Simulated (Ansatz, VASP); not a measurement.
**Al2O3 in VASP and in Ansatz**

```
Al O
1.0
     2.37936    1.37372    4.28828
    -2.37936    1.37372    4.28828
     0.00000   -2.74745    4.28828
Al O
4 6
Direct
  0.85221 0.85221 0.85221
  0.35221 0.35221 0.35221
  0.14779 0.14779 0.14779
  0.64779 0.64779 0.64779
  0.44380 0.05620 0.75000
  0.05620 0.75000 0.44380
  0.55620 0.94380 0.25000
  0.25000 0.55620 0.94380
  0.94380 0.25000 0.55620
  0.75000 0.44380 0.05620
```

Change from the starting cell: uniaxial_z strain -1.0%.

Alike in both runs: task single point; functional r2SCAN; k mesh 6 × 6 × 6; no spin polarisation.

|  | VASP | Ansatz |
| --- | --- | --- |
| version | VASP 6.6.1 | Ansatz 0.2.0 |
| potentials or method | VASP PAW PBE potentials, release 64 (Al, O) | plane waves, PAW |
| plane-wave cutoff (eV) | 520 | 500 |
| occupations | gaussian, width 0.01 eV | fixed |
| valence electrons in the cell | 48 | 48 |

Ansatz gave:

| Property | Result |
| --- | --- |
| gap on the k mesh at the Fermi level (eV) | 7.18 |
| pressure (GPa) | 2.6 |
| traceless stress, the component that is largest in VASP (GPa) | 2.58 |
| rms of the force components (eV/Å) | 0.000 |

Q: What did VASP give for the same quantities?

A: gap on the k mesh at the Fermi level (eV): 7.20; pressure (GPa): 2.1; traceless stress, the component that is largest in VASP (GPa): 2.53; rms of the force components (eV/Å): 0.009.

VASP's potentials were made for PBE, not for r2SCAN. Atom by atom the forces differ by 0.009 eV/Å (rms over components).
